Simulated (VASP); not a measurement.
# Hf3N2 (R-3m) in VASP: notebook

The runs below take Hf3N2 through single point, with r2SCAN.

Everything below comes from runs of VASP 6.6.1. Logs are shortened: lines on timing, memory, paths and dates and some standing lists are left out, and cuts for length are marked.

## Step 1: The cell of the first run

It takes space group R-3m (No. 166, trigonal). The conventional cell has a = 3.199 Å, b = 3.199 Å, c = 23.265 Å, α = 90.00°, β = 90.00°, γ = 120.00°. Within 3.3 Å of Hf (site symmetry 3m) lie 3 N at 2.29 Å and 12 Hf at 3.12 to 3.21 Å. Within 3.0 Å of Hf (site symmetry -3m) lie 6 N at 2.24 Å. Within 3.0 Å of N (site symmetry 3m) lie 6 Hf at 2.24 to 2.29 Å.

## Step 2: Single point, r2SCAN

Input file POSCAR:

```
Hf3N2
1.0
    1.5994260774      0.9234290764      7.7548432223
   -1.5994260774      0.9234290764      7.7548432223
    0.0000000000     -1.8468581527      7.7548432223
Hf N
3 2
Direct
    0.7794186600      0.7794186600      0.7794186600
    0.2205813400      0.2205813400      0.2205813400
    0.0000000000      0.0000000000      0.0000000000
    0.6119155300      0.6119155300      0.6119155300
    0.3880844700      0.3880844700      0.3880844700
```

Input file INCAR.step1:

```
SYSTEM = Hf3N2
ALGO = Normal
EDIFF = 1E-4
ENCUT = 520
GGA = PE
ISMEAR = -5
LASPH = .True.
LCHARG = .False.
LREAL = .False.
LWAVE = .True.
NBANDS = 28
NELM = 60
PREC = Accurate
SIGMA = 0.1
```

Input file INCAR.step2:

```
SYSTEM = Hf3N2
ALGO = Normal
EDIFF = 1E-6
ENCUT = 520
ISIF = 2
ISMEAR = -5
ISTART = 1
LASPH = .True.
LCHARG = .True.
LELF = .True.
LMIXTAU = .True.
LREAL = .False.
LVHAR = .True.
LWAVE = .False.
METAGGA = R2SCAN
NBANDS = 28
NELM = 60
PREC = Accurate
SIGMA = 0.1
```

Input file KPOINTS:

```
k-points
0
Gamma
  12 12 12
  0 0 0
```

Potentials or basis: VASP PAW PBE potentials, release 64 (Hf_pv, N).

Launch:

```console
> cat potpaw_PBE.64/Hf_pv/POTCAR potpaw_PBE.64/N/POTCAR > POTCAR
> cp INCAR.step1 INCAR
> mpirun -np 1 vasp_std > vasp.out
> cp INCAR.step2 INCAR
> mpirun -np 1 vasp_std > vasp.out
```

OUTCAR:

```text
SYSTEM = Hf3N2
   EDIFF = 1E-6
   ENCUT = 520
   ISIF = 2
   ISMEAR = -5
   ISTART = 1
   LASPH = .True.
   LREAL = .False.
   METAGGA = R2SCAN
   NELM = 60
   PREC = Accurate

 ion  position               nearest neighbor table
   1  0.779  0.779  0.779-   5 2.29   5 2.29   5 2.29   2 3.12   2 3.12   2 3.12   3 3.21   3 3.21
                             3 3.21
   2  0.221  0.221  0.221-   4 2.29   4 2.29   4 2.29   1 3.12   1 3.12   1 3.12   3 3.21   3 3.21
                             3 3.21
   3  0.000  0.000  0.000-   4 2.24   4 2.24   5 2.24   5 2.24   4 2.24   5 2.24   2 3.21   1 3.21
                             2 3.21   1 3.21   2 3.21   1 3.21
   4  0.612  0.612  0.612-   3 2.24   3 2.24   3 2.24   2 2.29   2 2.29   2 2.29
   5  0.388  0.388  0.388-   3 2.24   3 2.24   3 2.24   1 2.29   1 2.29   1 2.29

  LATTYP: Found a trigonal (rhomboedric) cell.
 ALAT       =     7.9717299527
 COS(alpha) =     0.9194893776

  Lattice vectors:

 A1 = (   1.5994260774,   0.9234290764,   7.7548432223)
 A2 = (  -1.5994260774,   0.9234290764,   7.7548432223)
 A3 = (   0.0000000000,  -1.8468581527,   7.7548432223)

Analysis of symmetry for initial positions (statically):
=====================================================================
 Subroutine PRICEL returns:
 Original cell was already a primitive cell.

 Routine SETGRP: Setting up the symmetry group for a
 trigonal (rhombohedral) supercell.

 Subroutine GETGRP returns: Found 12 space group operations
 (whereof 12 operations were pure point group operations)
 out of a pool of 12 trial point group operations.

The static configuration has the point symmetry D_3d.

Analysis of symmetry for dynamics (positions and initial velocities):
=====================================================================
 Subroutine PRICEL returns:
 Original cell was already a primitive cell.

 Routine SETGRP: Setting up the symmetry group for a
 trigonal (rhombohedral) supercell.

 Subroutine GETGRP returns: Found 12 space group operations
 (whereof 12 operations were pure point group operations)
 out of a pool of 12 trial point group operations.

The dynamic configuration has the point symmetry D_3d.

 Subroutine INISYM returns: Found 12 space group operations
 (whereof 12 operations are pure point group operations),
 and found     1 'primitive' translations

----------------------------------------------------------------------------------------

                                     Primitive cell

  volume of cell :      68.7214

  direct lattice vectors                    reciprocal lattice vectors
     1.599426077  0.923429076  7.754843222     0.312612134  0.180486700  0.042983891
    -1.599426077  0.923429076  7.754843222    -0.312612134  0.180486700  0.042983891
     0.000000000 -1.846858153  7.754843222     0.000000000 -0.360973400  0.042983891

  length of vectors
     7.971729953  7.971729953  7.971729953     0.363523604  0.363523604  0.363523604

  position of ions in fractional coordinates (direct lattice)
     0.779418660  0.779418660  0.779418660
     0.220581340  0.220581340  0.220581340
     0.000000000  0.000000000  0.000000000
     0.611915530  0.611915530  0.611915530
     0.388084470  0.388084470  0.388084470

  ion indices of the primitive-cell ions
   primitive index   ion index
                 1           1
                 2           2
                 3           3
                 4           4
                 5           5

----------------------------------------------------------------------------------------

 KPOINTS: k-points

Automatic generation of k-mesh.
 Grid dimensions read from file:
 generate k-points for:   12   12   12

 Generating k-lattice:

  Cartesian coordinates                     Fractional coordinates (reciprocal lattice)
     0.026051011  0.015040558  0.003581991     0.083333333 -0.000000000  0.000000000
    -0.026051011  0.015040558  0.003581991    -0.000000000  0.083333333  0.000000000
     0.000000000 -0.030081117  0.003581991     0.000000000  0.000000000  0.083333333

  Length of vectors
     0.030293634  0.030293634  0.030293634

  Shift w.r.t. Gamma in fractional coordinates (k-lattice)
     0.000000000  0.000000000  0.000000000

 TETIRR: Found    864 inequivalent tetrahedra from    10368

 Subroutine IBZKPT returns following result:
 ===========================================

 Found    189 irreducible k-points:

 Following reciprocal coordinates:
            Coordinates               Weight
  0.000000  0.000000  0.000000      1.000000
  0.083333  0.000000  0.000000      6.000000
  0.166667  0.000000  0.000000      6.000000
  0.250000  0.000000  0.000000      6.000000
  0.333333  0.000000  0.000000      6.000000
  0.416667  0.000000  0.000000      6.000000
[... 16 lines left out ...]
  0.500000  0.166667  0.000000     12.000000
 -0.416667  0.166667  0.000000     12.000000
 [... further k-points ...]
   k-points           NKPTS =    189   k-points in BZ     NKDIM =    189   number of bands    NBANDS=     28
   number of dos      NEDOS =    301   number of ions     NIONS =      5
   total plane-waves  NPLWV = 216000
   dimension x,y,z NGX =    60 NGY =   60 NGZ =   60
   dimension x,y,z NGXF=   120 NGYF=  120 NGZF=  120
   ions per type =               3   2
   NGX,Y,Z   is equivalent  to a cutoff of  12.51, 12.51, 12.51 a.u.
   NGXF,Y,Z  is equivalent  to a cutoff of  25.03, 25.03, 25.03 a.u.
 SYSTEM =  Hf3N2
   PREC   = accura    normal or accurate (medium, high low for compatibility)
   ISTART =      1    job   : 0-new  1-cont  2-samecut
   ICHARG =      0    charge: 1-file 2-atom 10-const
   ISPIN  =      1    spin polarized calculation?
   LNONCOLLINEAR =      F non collinear calculations
   LSORBIT =      F    spin-orbit coupling
   LASPH  =      T    aspherical Exc in radial PAW
   ENCUT  =  520.0 eV  38.22 Ry    6.18 a.u.  14.82 14.82 14.82*2*pi/ulx,y,z
   NELM   =     60;   NELMIN=  2; NELMDL=  0     # of ELM steps
   EDIFF  = 0.1E-05   stopping-criterion for ELM
   LREAL  =      F    real-space projection
[... 7 lines left out ...]
   TEBEG  =    0.0;   TEEND  =   0.0 temperature during run
   PSTRESS=    0.0 pullay stress
   NELECT =      40.0000    total number of electrons
   NUPDOWN=      -1.0000    fix difference up-down
   EMIN   =  10.00;   EMAX   =-10.00  energy-range for DOS
   EFERMI =   0.00;   METHOD = LEGACY
   ISMEAR =    -5;   SIGMA  =   0.10  broadening in eV -4-tet -1-fermi 0-gaus
   EFERMI_NEDOS =   21; number of points for ismear=-14 and -15
   IALGO  =     38    algorithm
   IMIX   =      4    mixing-type and parameters
     AMIX     =   0.40;   BMIX     =  1.00
     AMIX_MAG =   1.60;   BMIX_MAG =  1.00
  volume/ion in A,a.u.               =      13.74        92.75
  Fermi-wavevector in a.u.,A,eV,Ry     =   1.366881  2.583031 25.420646  1.868365
  Thomas-Fermi vector in A             =   2.492983
   LORBIT       =      0    0 simple, 1 ext, 2 COOP (PROOUT), +10 PAW based schemes
   METAGGA = R2SCAN    functional components
   LHFCALC =     F    Hartree Fock is set to
   AEXX    =    0.0000 exact exchange contribution
   IVDW    =     0    specifies the selected vdW correction
   LEPSILON=     F    determine dielectric tensor
   LRPA    =     F    only Hartree local field effects (RPA)
 non-spin polarized calculation
 Fermi weights with tetrahedron method with Bloechl corrections
  energy-cutoff  :      520.00
  volume of cell :       68.72
 maximum number of plane-waves:      1869
   NGX = 29   NGY = 29   NGZ = 29

 number of electron      40.0000000 magnetization

 Free energy of the ion-electron system (eV)
  ---------------------------------------------------
  ext. energy  EPLUGINS =         0.00000000
  ---------------------------------------------------
  free energy    TOTEN  =      -162.13382239 eV

  energy without entropy =     -162.13382239  energy(sigma->0) =     -162.13382239

 E-fermi :   6.7674     XC(G=0): -13.0987

 val. band max:        6.8948587886   @ k =   0.0000   0.0000   0.0000
 cond. band min:       6.6921888947   @ k =  -0.4167   0.5000   0.2500
 fundamental gap:     -0.2026698939
 Fermi energy:         6.7674311319

 k-point     1 :       0.0000    0.0000    0.0000
  band No.  band energies     occupation
      1     -26.1631      2.00000
      2     -25.6651      2.00000
      3     -25.6651      2.00000
      4     -25.2441      2.00000
      5     -24.7040      2.00000
      6     -24.6166      2.00000
[... 20 lines left out ...]
     27       9.6444      0.00000
     28      10.7666      0.00000

 k-point     2 :       0.0833    0.0000    0.0000
  band No.  band energies     occupation
      1     -26.1501      2.00000
      2     -25.7220      2.00000
      3     -25.6758      2.00000
      4     -25.2225      2.00000
      5     -24.7265      2.00000
      6     -24.6394      2.00000
[... 20 lines left out ...]
     27       9.8793      0.00000
     28      10.5788      0.00000

 k-point     3 :       0.1667    0.0000    0.0000
  band No.  band energies     occupation
      1     -26.1146      2.00000
      2     -25.8671      2.00000
      3     -25.7048      2.00000
      4     -25.1724      2.00000
      5     -24.8144      2.00000
      6     -24.7217      2.00000
[... 20 lines left out ...]
     27      10.4595      0.00000
     28      11.0619      0.00000

 k-point     4 :       0.2500    0.0000    0.0000
  band No.  band energies     occupation
      1     -26.0749      2.00000
      2     -26.0427      2.00000
      3     -25.7443      2.00000
      4     -25.1218      2.00000
      5     -24.9513      2.00000
      6     -24.8669      2.00000
[... 578 lines left out ...]
     27      11.7655      0.00000
     28      12.1723      0.00000

 k-point    23 :       0.5000    0.1667    0.0000
  band No.  band energies     occupation
      1     -26.3080      2.00000
      2     -25.9593      2.00000
      3     -25.9235      2.00000
      4     -25.1759      2.00000
      5     -25.1594      2.00000
      6     -24.9329      2.00000
[... 20 lines left out ...]
     27      12.2278      0.00000
     28      12.5523      0.00000

 k-point    24 :      -0.4167    0.1667    0.0000
  band No.  band energies     occupation
      1     -26.3380      2.00000
      2     -25.9464      2.00000
      3     -25.9434      2.00000
      4     -25.1984      2.00000
      5     -25.1821      2.00000
      6     -24.9020      2.00000
[... 20 lines left out ...]
     27      12.0020      0.00000
     28      12.7991      0.00000

 [... further k-points ...]

------------------------ aborting loop because EDIFF is reached ----------------------------------------

  FORCE on cell =-STRESS in cart. coord.  units (eV):
  Direction    XX          YY          ZZ          XY          YZ          ZX
  --------------------------------------------------------------------------------------
  -------------------------------------------------------------------------------------
  Total        0.0633940      0.0633940     -0.0491229      0.0000000     -0.0000000      0.0000000
  in kB        1.4779732      1.4779732     -1.1452563      0.0000000     -0.0000000      0.0000000
  external PRESSURE =       0.6035633 kB  Pullay stress =       0.0000000 kB

 VOLUME and BASIS-vectors are now :
 -----------------------------------------------------------------------------
  energy-cutoff  :      520.00
  volume of cell :       68.72
      direct lattice vectors                 reciprocal lattice vectors
     1.599426077  0.923429076  7.754843222     0.312612134  0.180486700  0.042983891
    -1.599426077  0.923429076  7.754843222    -0.312612134  0.180486700  0.042983891
     0.000000000 -1.846858153  7.754843222     0.000000000 -0.360973400  0.042983891

 POSITION                                       TOTAL-FORCE (eV/Angst)
 -----------------------------------------------------------------------------------
      0.00000      0.00000     18.13281        -0.000000      0.000000      0.055980
      0.00000      0.00000      5.13172        -0.000000     -0.000000     -0.055980
      0.00000      0.00000      0.00000         0.000000      0.000000      0.000000
      0.00000      0.00000     14.23593        -0.000000      0.000000      0.072387
      0.00000      0.00000      9.02860        -0.000000     -0.000000     -0.072387
 -----------------------------------------------------------------------------------
    total drift:                                0.000000     -0.000000     -0.000000

  FREE ENERGIE OF THE ION-ELECTRON SYSTEM (eV)
  ---------------------------------------------------
  free  energy   TOTEN  =      -162.1338223881 eV

  energy  without entropy=     -162.1338223881  energy(sigma->0) =     -162.13382239
```

Run time: 53 min. Hardware: 1 thread of Intel Xeon Platinum 8559C (Emerald Rapids), shared host; peak memory 0.71 GiB.

What came out:

| Item | Value |
| --- | --- |
| Free energy | -162.1338 eV |
| Pressure | 0.1 GPa |
| Largest force | 0.072 eV/Å |
| Band gap on the k mesh | zero (bands 20 and 21 overlap by 1.31 eV) |

Forces on the atoms (eV/Å):
```
Hf   0.000  0.000  0.056
Hf   0.000  0.000 -0.056
Hf   0.000  0.000  0.000
N    0.000  0.000  0.072
N    0.000  0.000 -0.072
```

Caveat: the PAW data sets were made with another functional, which shifts forces and pressure a little; spin-orbit coupling is left out, which moves the levels of the heavy elements; tetrahedron occupations give inexact forces and stress in metals.

[end of part 1 of 3]

The gap in the log of VASP goes by the Fermi energy; the results here count the filled bands.